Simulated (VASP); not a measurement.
# Si5P13 in VASP: further runs

The runs below take Si5P13 through single point, with PBE.

Program: VASP 6.6.1. These are calculated values, not measurements. Logs are shortened: lines on timing, memory, paths and dates and some standing lists are left out, and cuts for length are marked.

### 1 The cell of the first run

The cell holds a disordered packing, 18 atoms: a = 7.050 Å, b = 7.051 Å, c = 7.040 Å, α = 90.50°, β = 87.18°, γ = 89.28°.

### 2 Single point, PBE

File INCAR:

```
SYSTEM = Si5P13
PREC = Accurate
ENCUT = 400
EDIFF = 1E-6
ISMEAR = -1
SIGMA = 0.1034
LREAL = Auto
LASPH = .TRUE.
NELM = 120
ALGO = Normal
ISIF = 2
LWAVE = .FALSE.
LCHARG = .FALSE.
GGA = PE
ISYM = -1
NBANDS = 58
GGA_COMPAT = .FALSE.
```

File KPOINTS:

```
explicit points
1
Reciprocal
  0.25000000   0.25000000   0.25000000 1
```

File POSCAR:

```
Si5P13
1.0
    7.0479230000      0.0446470000      0.1733930000
    0.0446470000      7.0511420000     -0.0312760000
    0.1733930000     -0.0312760000      7.0375900000
Si P
5 13
Direct
    0.8052570574      0.4313397041      0.6103662822
    0.4272379528      0.6475433801      0.1012666973
    1.0114514876      0.3271545716      0.1206872635
    0.3757146863      0.5207215181      0.7350652410
    0.7803723104      0.6316605057      0.3648549742
    0.7659588095      0.9738615249      0.6924690977
    0.8143571715      0.1115282051      0.4058004691
    0.5284089997      0.0875346479      0.3016724919
    0.4744939629      0.7673043868      0.4492237087
    0.3432841405      0.2715387923      0.4853622590
    0.0419287666      0.7953323614      0.6085947974
    0.2512643630      0.9524172256      0.7726467895
    0.6932425999      0.4245881646      0.1457552948
    1.0351184869      0.8548938813      0.2954050124
    0.0444782530      0.5422577558      0.7622540438
    0.5742020297      0.2625731018     -0.1914367527
    0.2065996352      0.5308260854      0.2923698576
    0.9648192808      0.0071889167      0.9229555758
```

Potentials or basis: VASP PAW PBE potentials, release 64 (Si, P).

Started as:

```bash
$ cat potpaw_PBE.64/Si/POTCAR potpaw_PBE.64/P/POTCAR > POTCAR
$ mpirun -np 1 vasp_std > vasp.out
```

OUTCAR:

```text
SYSTEM = Si5P13
   PREC = Accurate
   ENCUT = 400
   EDIFF = 1E-6
   ISMEAR = -1
   LREAL = Auto
   LASPH = .TRUE.
   NELM = 120
   ISIF = 2
   GGA = PE
   ISYM = -1

 ion  position               nearest neighbor table
   1  0.805  0.431  0.610-  15 2.19   5 2.25  16 2.42   7 2.66
   2  0.427  0.648  0.101-  17 2.18  13 2.47   9 2.62   4 2.76
   3  0.011  0.327  0.121-  13 2.34  17 2.37  18 2.67   7 2.85  15 2.96   5 3.13
   4  0.376  0.521  0.735-  15 2.34  16 2.36  10 2.50   9 2.74   2 2.76
   5  0.780  0.632  0.365-  13 2.23   1 2.25   9 2.39  14 2.44  11 2.83   3 3.13
   6  0.766  0.974  0.692-  18 2.21   7 2.26  11 2.35  16 2.54
   7  0.814  0.112  0.406-   8 2.19   6 2.26  14 2.47   1 2.66   3 2.85
   8  0.528  0.088  0.302-   7 2.19  10 2.20   9 2.52  13 2.86
   9  0.474  0.767  0.449-   5 2.39   8 2.52   2 2.62   4 2.74  17 2.80
  10  0.343  0.272  0.485-   8 2.20   4 2.50  17 2.50  16 2.86
  11  0.042  0.795  0.609-  15 2.10  12 2.22  14 2.25   6 2.35  18 2.69   5 2.83
  12  0.251  0.952  0.773-  11 2.22  18 2.26
  13  0.693  0.425  0.146-   5 2.23   3 2.34   2 2.47  16 2.80   8 2.86
  14  0.035  0.855  0.295-  11 2.25   5 2.44   7 2.47  17 2.57  18 2.90
  15  0.044  0.542  0.762-  11 2.10   1 2.19   4 2.34   3 2.96
  16  0.574  0.263  0.809-   4 2.36   1 2.42   6 2.54  13 2.80  10 2.86
  17  0.207  0.531  0.292-   2 2.18   3 2.37  10 2.50  14 2.57   9 2.80
  18  0.965  0.007  0.923-   6 2.21  12 2.26   3 2.67  11 2.69  14 2.90

IMPORTANT INFORMATION: All symmetrisations will be switched off!
NOSYMM: (Re-)initialisation of all symmetry stuff for point group C_1.

----------------------------------------------------------------------------------------

                                     Primitive cell

  volume of cell :     349.5060

  direct lattice vectors                    reciprocal lattice vectors
     7.047923000  0.044647000  0.173393000     0.141977725 -0.000914520 -0.003502129
     0.044647000  7.051142000 -0.031276000    -0.000914520  0.141829685  0.000652842
     0.173393000 -0.031276000  7.037590000    -0.003502129  0.000652842  0.142183285

  length of vectors
     7.050196955  7.051352710  7.039795191     0.142023856  0.141834136  0.142227907

  position of ions in fractional coordinates (direct lattice)
     0.805257057  0.431339704  0.610366282
     0.427237953  0.647543380  0.101266697
     0.011451488  0.327154572  0.120687264
     0.375714686  0.520721518  0.735065241
     0.780372310  0.631660506  0.364854974
     0.765958809  0.973861525  0.692469098
[... 10 lines left out ...]
     0.206599635  0.530826085  0.292369858
     0.964819281  0.007188917  0.922955576

  ion indices of the primitive-cell ions
   primitive index   ion index
                 1           1
                 2           2
                 3           3
                 4           4
                 5           5
                 6           6
[... 10 lines left out ...]
                17          17
                18          18

----------------------------------------------------------------------------------------

 KPOINTS: explicit points

Read explicit list of k-points.

 Found      1 k-points:

 Following reciprocal coordinates:
            Coordinates               Weight
  0.250000  0.250000  0.250000      1.000000
   k-points           NKPTS =      1   k-points in BZ     NKDIM =      1   number of bands    NBANDS=     58
   number of dos      NEDOS =    301   number of ions     NIONS =     18
   total plane-waves  NPLWV = 110592
   dimension x,y,z NGX =    48 NGY =   48 NGZ =   48
   dimension x,y,z NGXF=    96 NGYF=   96 NGZF=   96
   ions per type =               5  13
   NGX,Y,Z   is equivalent  to a cutoff of  11.32, 11.32, 11.34 a.u.
   NGXF,Y,Z  is equivalent  to a cutoff of  22.64, 22.63, 22.67 a.u.
 SYSTEM =  Si5P13
   PREC   = accura    normal or accurate (medium, high low for compatibility)
   ISTART =      0    job   : 0-new  1-cont  2-samecut
   ICHARG =      2    charge: 1-file 2-atom 10-const
   ISPIN  =      1    spin polarized calculation?
   LNONCOLLINEAR =      F non collinear calculations
   LSORBIT =      F    spin-orbit coupling
   LASPH  =      T    aspherical Exc in radial PAW
   ENCUT  =  400.0 eV  29.40 Ry    5.42 a.u.  11.50 11.50 11.48*2*pi/ulx,y,z
   NELM   =    120;   NELMIN=  2; NELMDL= -5     # of ELM steps
   EDIFF  = 0.1E-05   stopping-criterion for ELM
   LREAL  =      T    real-space projection
   EDIFFG = 0.1E-04   stopping-criterion for IOM
   NSW    =      0    number of steps for IOM
   IBRION =     -1    ionic relax: 0-MD 1-quasi-New 2-CG
   NFREE  =      0    steps in history (QN), initial steepest desc. (CG)
   ISIF   =      2    stress and relaxation
   ISYM   =     -1    0-nonsym 1-usesym 2-fastsym
   POTIM  = 0.5000    time-step for ionic-motion
   TEBEG  =    0.0;   TEEND  =   0.0 temperature during run
   PSTRESS=    0.0 pullay stress
   NELECT =      85.0000    total number of electrons
   NUPDOWN=      -1.0000    fix difference up-down
   EMIN   =  10.00;   EMAX   =-10.00  energy-range for DOS
   EFERMI =   0.00;   METHOD = LEGACY
   ISMEAR =    -1;   SIGMA  =   0.10  broadening in eV -4-tet -1-fermi 0-gaus
   EFERMI_NEDOS =   21; number of points for ismear=-14 and -15
   IALGO  =     38    algorithm
   IMIX   =      4    mixing-type and parameters
     AMIX     =   0.40;   BMIX     =  1.00
     AMIX_MAG =   1.60;   BMIX_MAG =  1.00
  volume/ion in A,a.u.               =      19.42       131.03
  Fermi-wavevector in a.u.,A,eV,Ry     =   1.021871  1.931057 14.207492  1.044221
  Thomas-Fermi vector in A             =   2.155520
   LORBIT       =      0    0 simple, 1 ext, 2 COOP (PROOUT), +10 PAW based schemes
   GGA     = PE    functional components
   LHFCALC =     F    Hartree Fock is set to
   AEXX    =    0.0000 exact exchange contribution
   IVDW    =     0    specifies the selected vdW correction
   LEPSILON=     F    determine dielectric tensor
   LRPA    =     F    only Hartree local field effects (RPA)
 non-spin polarized calculation
  energy-cutoff  :      400.00
  volume of cell :      349.51
 maximum number of plane-waves:      6349
 NGX is ok and might be reduce to    48
   NGX = 23   NGY = 23   NGZ = 23

 number of electron      84.9999999 magnetization

 Free energy of the ion-electron system (eV)
  ---------------------------------------------------
  ext. energy  EPLUGINS =         0.00000000
  ---------------------------------------------------
  free energy    TOTEN  =       -90.69908341 eV

  energy without entropy =      -90.46128315  energy(sigma->0) =      -90.58018328

 E-fermi :   6.2670     XC(G=0):  -9.7274

 val. band max:        6.2533636827   @ k =   0.2500   0.2500   0.2500
 cond. band min:       6.6034942992   @ k =   0.2500   0.2500   0.2500
 fundamental gap:      0.3501306166
 Fermi energy:         6.2669513251

 k-point     1 :       0.2500    0.2500    0.2500
  band No.  band energies     occupation
      1      -9.0165      2.00000
      2      -7.5676      2.00000
      3      -7.1165      2.00000
      4      -6.4369      2.00000
      5      -6.0514      2.00000
      6      -5.7468      2.00000
[... 46 lines left out ...]
     53       8.5897      0.00000
     54       8.9052      0.00000
 [bands above 54 left out]

------------------------ aborting loop because EDIFF is reached ----------------------------------------

  FORCE on cell =-STRESS in cart. coord.  units (eV):
  Direction    XX          YY          ZZ          XY          YZ          ZX
  --------------------------------------------------------------------------------------
  -------------------------------------------------------------------------------------
  Total       -4.4316238     -0.6899123     -4.2417689     -2.1701395      1.2170616      6.1073138
  in kB      -20.3150935     -3.1626405    -19.4447759     -9.9481789      5.5791559     27.9966567
  external PRESSURE =     -14.3075033 kB  Pullay stress =       0.0000000 kB

 VOLUME and BASIS-vectors are now :
 -----------------------------------------------------------------------------
  energy-cutoff  :      400.00
  volume of cell :      349.51
      direct lattice vectors                 reciprocal lattice vectors
     7.047923000  0.044647000  0.173393000     0.141977725 -0.000914520 -0.003502129
     0.044647000  7.051142000 -0.031276000    -0.000914520  0.141829685  0.000652842
     0.173393000 -0.031276000  7.037590000    -0.003502129  0.000652842  0.142183285

 POSITION                                       TOTAL-FORCE (eV/Angst)
 -----------------------------------------------------------------------------------
      5.80048      3.05830      4.42164        -0.758169     -2.097901      0.476652
      3.05761      4.58183      0.76650         1.194435      0.356230     -0.909253
      0.11624      2.30355      0.84110        -0.722154     -0.264177     -0.183561
      2.79871      3.66547      5.22195         0.925869     -0.064373     -0.153564
      5.59147      4.47736      2.68325        -1.123635      1.364014     -0.513263
      5.56197      6.87938      4.97567        -0.208821     -0.726836     -0.252597
[... 10 lines left out ...]
      1.53049      3.74301      2.07680        -1.256264     -1.537414      0.460855
      6.96033      0.06490      6.66245         0.736770      1.096348      0.349956
 -----------------------------------------------------------------------------------
    total drift:                                0.000607      0.002466      0.001909

  FREE ENERGIE OF THE ION-ELECTRON SYSTEM (eV)
  ---------------------------------------------------
  free  energy   TOTEN  =       -90.6990834083 eV

  energy  without entropy=      -90.4612831513  energy(sigma->0) =      -90.58018328
```

Run time: 28 s. Hardware: 1 thread of Intel Xeon 6975P-C (Granite Rapids), shared host; peak memory 0.29 GiB.

Results:

```
Free energy            : -90.6991 eV
Pressure               : -1.4 GPa
Largest force          : 2.281 eV/Å
Band gap on the k mesh : zero (an odd number of electrons rules out a gap without spin polarisation)
```

Forces in eV/Å, atoms in the order of the input:
```
Si  -0.758 -2.098  0.477
Si   1.194  0.356 -0.909
Si  -0.722 -0.264 -0.184
Si   0.926 -0.064 -0.154
Si  -1.124  1.364 -0.513
P   -0.209 -0.727 -0.253
P    0.839  1.178  1.117
P   -0.208  0.024  0.226
P    0.983  0.027 -0.711
P   -0.715 -0.442  0.312
P   -0.063  1.500 -0.025
P   -0.351  0.397  0.045
P   -0.109 -0.235 -1.176
P   -0.326 -0.551 -0.203
P    0.655 -0.935  1.086
P    0.507  0.911  0.055
P   -1.256 -1.537  0.461
P    0.737  1.096  0.350
```

Levels at points of the mesh, in eV from the Fermi level:
```tsv
k point	band 41	band 42	band 43	band 44	band 45	band 46
(0.25, 0.25, 0.25)	-0.87	-0.26	-0.01	0.34	0.55	0.90
```

Caveat: the atoms stand as in a frame of molecular dynamics.

### 3 Single point, PBE

File INCAR:

```
SYSTEM = Si5P13
ALGO = Normal
EDIFF = 1E-6
ENCUT = 400
GGA = PE
GGA_COMPAT = .FALSE.
ISIF = 2
ISMEAR = -1
ISYM = -1
LASPH = .TRUE.
LCHARG = .TRUE.
LELF = .TRUE.
LREAL = Auto
LVHAR = .TRUE.
LWAVE = .FALSE.
NBANDS = 58
NELM = 120
PREC = Accurate
SIGMA = 0.05
```

KPOINTS is that of step 2.

File POSCAR:

```
Si5P13
1.0
    7.0479230000      0.0446470000      0.1733930000
    0.0446470000      7.0511420000     -0.0312760000
    0.1733930000     -0.0312760000      7.0375900000
Si P
5 13
Direct
    0.7842217842      0.4211388890      0.6285413007
    0.4295556589      0.6657245955      0.0694790771
   -0.0273321841      0.4130258684      0.0608373046
    0.3737156951      0.4604294567      0.6320426035
    0.7591679622      0.6445050996      0.3970312466
    0.7840041496      0.9687928716      0.7177880687
    0.8541728255      0.1471680034      0.4589059945
    0.5390372796      0.1234807549      0.3273991087
    0.4973477937      0.8231292630      0.3644137503
    0.2864639056      0.1697651160      0.5339139873
    0.0577862174      0.8030470610      0.6613966392
    0.2595148736      1.0105976711      0.8088388767
    0.6665397554      0.4379797216      0.1418087621
    0.0633892259      0.7706036705      0.3285281115
    0.0670797624      0.5292421020      0.7765418865
    0.5756006005      0.2957374803      0.8378567621
    0.1896176060      0.4837761813      0.2704120613
    0.9858540708      0.1055257748      0.9268656215
```

Potentials or basis: VASP PAW PBE potentials, release 64 (Si, P).

Started as:

```bash
$ cat potpaw_PBE.64/Si/POTCAR potpaw_PBE.64/P/POTCAR > POTCAR
$ mpirun -np 1 vasp_std > vasp.out
```

OUTCAR:

```text
SYSTEM = Si5P13
   EDIFF = 1E-6
   ENCUT = 400
   GGA = PE
   ISIF = 2
   ISMEAR = -1
   ISYM = -1
   LASPH = .TRUE.
   LREAL = Auto
   NELM = 120
   PREC = Accurate

 ion  position               nearest neighbor table
   1  0.784  0.421  0.629-  16 2.23   5 2.29   7 2.30  15 2.42   4 2.90
   2  0.430  0.666  0.069-  13 2.38   9 2.42  17 2.52
   3  0.973  0.413  0.061-  13 2.21  17 2.23  15 2.24  18 2.36
   4  0.374  0.460  0.632-  10 2.26  16 2.38  15 2.39   1 2.90  17 2.92
   5  0.759  0.645  0.397-   9 2.24   1 2.29  14 2.36  13 2.42
   6  0.784  0.969  0.718-  11 2.26   7 2.26  18 2.31  16 2.82
   7  0.854  0.147  0.459-   6 2.26   1 2.30   8 2.46
   8  0.539  0.123  0.327-   9 2.16  10 2.26   7 2.46  13 2.72
   9  0.497  0.823  0.364-   8 2.16   5 2.24   2 2.42
  10  0.286  0.170  0.534-  12 2.25   4 2.26   8 2.26
  11  0.058  0.803  0.661-  15 2.10   6 2.26  12 2.33  14 2.35  18 2.85
  12  0.260  0.011  0.809-  18 2.16  10 2.25  11 2.33
  13  0.667  0.438  0.142-   3 2.21   2 2.38   5 2.42  16 2.47   8 2.72
  14  0.063  0.771  0.329-  17 2.23  11 2.35   5 2.36
  15  0.067  0.529  0.777-  11 2.10   3 2.24   4 2.39   1 2.42
  16  0.576  0.296  0.838-   1 2.23   4 2.38  13 2.47   6 2.82
  17  0.190  0.484  0.270-  14 2.23   3 2.23   2 2.52   4 2.92
  18  0.986  0.106  0.927-  12 2.16   6 2.31   3 2.36  11 2.85

IMPORTANT INFORMATION: All symmetrisations will be switched off!
NOSYMM: (Re-)initialisation of all symmetry stuff for point group C_1.

----------------------------------------------------------------------------------------

                                     Primitive cell

  volume of cell :     349.5060

  direct lattice vectors                    reciprocal lattice vectors
     7.047923000  0.044647000  0.173393000     0.141977725 -0.000914520 -0.003502129
     0.044647000  7.051142000 -0.031276000    -0.000914520  0.141829685  0.000652842
     0.173393000 -0.031276000  7.037590000    -0.003502129  0.000652842  0.142183285

  length of vectors
     7.050196955  7.051352710  7.039795191     0.142023856  0.141834136  0.142227907

  position of ions in fractional coordinates (direct lattice)
[... 94 lines left out ...]
   GGA     = PE    functional components
   LHFCALC =     F    Hartree Fock is set to
   AEXX    =    0.0000 exact exchange contribution
   IVDW    =     0    specifies the selected vdW correction
   LEPSILON=     F    determine dielectric tensor
   LRPA    =     F    only Hartree local field effects (RPA)
 non-spin polarized calculation
  energy-cutoff  :      400.00
  volume of cell :      349.51
 maximum number of plane-waves:      6349
 NGX is ok and might be reduce to    48
   NGX = 23   NGY = 23   NGZ = 23

 number of electron      84.9999998 magnetization

 Free energy of the ion-electron system (eV)
  ---------------------------------------------------
  ext. energy  EPLUGINS =         0.00000000
  ---------------------------------------------------
  free energy    TOTEN  =       -93.31372259 eV

  energy without entropy =      -93.24430847  energy(sigma->0) =      -93.27901553

 E-fermi :   6.1287     XC(G=0):  -9.6619

 val. band max:        6.1287234484   @ k =   0.2500   0.2500   0.2500
 cond. band min:       6.8881078239   @ k =   0.2500   0.2500   0.2500
 fundamental gap:      0.7593843755
 Fermi energy:         6.1287425416

 k-point     1 :       0.2500    0.2500    0.2500
  band No.  band energies     occupation
      1      -8.8843      2.00000
      2      -7.6834      2.00000
      3      -7.3978      2.00000
      4      -6.6586      2.00000
      5      -6.4271      2.00000
      6      -5.8907      2.00000
[... 46 lines left out ...]
     53       8.6347      0.00000
     54       8.8062      0.00000
 [bands above 54 left out]

------------------------ aborting loop because EDIFF is reached ----------------------------------------

  FORCE on cell =-STRESS in cart. coord.  units (eV):
  Direction    XX          YY          ZZ          XY          YZ          ZX
  --------------------------------------------------------------------------------------
  -------------------------------------------------------------------------------------
  Total       -4.4039125     10.5239195      0.5874372     -3.6733035     -1.6653559      1.1069701
  in kB      -20.1880613     48.2429050      2.6928822    -16.8388623     -7.6341904      5.0744833
  external PRESSURE =      10.2492420 kB  Pullay stress =       0.0000000 kB

 VOLUME and BASIS-vectors are now :
 -----------------------------------------------------------------------------
  energy-cutoff  :      400.00
  volume of cell :      349.51
      direct lattice vectors                 reciprocal lattice vectors
     7.047923000  0.044647000  0.173393000     0.141977725 -0.000914520 -0.003502129
     0.044647000  7.051142000 -0.031276000    -0.000914520  0.141829685  0.000652842
     0.173393000 -0.031276000  7.037590000    -0.003502129  0.000652842  0.142183285

 POSITION                                       TOTAL-FORCE (eV/Angst)
 -----------------------------------------------------------------------------------
      5.65492      2.98487      4.54622         0.683323     -0.221325      0.514286
      3.06924      4.71112      0.54263         0.086663     -0.221609      0.277009
      6.88428      2.95383      0.58388        -0.205533     -0.081118     -0.410509
      2.76407      3.24347      4.49846         0.109548      0.200107      0.167529
      5.44817      4.56597      2.90562        -0.332845      0.786785     -0.491935
      5.69331      6.84365      5.15714         0.209894     -0.116814     -0.541816
[... 10 lines left out ...]
      1.40490      3.41118      1.92080         0.484675      0.251956      0.232785
      7.11365      0.75910      6.69054        -0.328053     -0.443879      0.307540
 -----------------------------------------------------------------------------------
    total drift:                                0.005091      0.000565     -0.004257

  FREE ENERGIE OF THE ION-ELECTRON SYSTEM (eV)
  ---------------------------------------------------
  free  energy   TOTEN  =       -93.3137225918 eV

  energy  without entropy=      -93.2443084664  energy(sigma->0) =      -93.27901553
```

Wall time 30 s (1 thread of Intel Xeon 6975P-C (Granite Rapids), shared host); peak memory 0.3 GiB.

What came out:

- Free energy: -93.3137 eV
- Pressure: 1.0 GPa
- Largest force: 1.709 eV/Å
- Band gap on the k mesh: zero (an odd number of electrons rules out a gap without spin polarisation)

Forces in eV/Å, atoms in the order of the input:
```
Si   0.683 -0.221  0.514
Si   0.087 -0.222  0.277
Si  -0.206 -0.081 -0.411
Si   0.110  0.200  0.168
Si  -0.333  0.787 -0.492
P    0.210 -0.117 -0.542
P   -0.733 -0.196 -0.262
P    0.670  0.349  0.482
P   -0.088 -1.203 -0.087
P   -0.182 -0.101 -0.728
P   -0.412  1.453 -0.799
P    0.685 -0.585  0.086
P   -0.289  0.444 -0.045
P   -0.353  0.341  0.831
P    0.112 -0.697 -0.216
P   -0.118  0.040  0.683
P    0.485  0.252  0.233
P   -0.328 -0.444  0.308
```

Stress tensor (GPa, compression positive):
```
-2.02 -1.68  0.51
-1.68  4.82 -0.76
 0.51 -0.76  0.27
```

Levels at points of the mesh, in eV from the Fermi level:
```
           k point  band 41  band 42  band 43  band 44  band 45  band 46
(0.25, 0.25, 0.25)    -0.67    -0.46     0.00     0.76     1.21     1.39
```

Caveat: the atoms stand as in a frame of molecular dynamics.
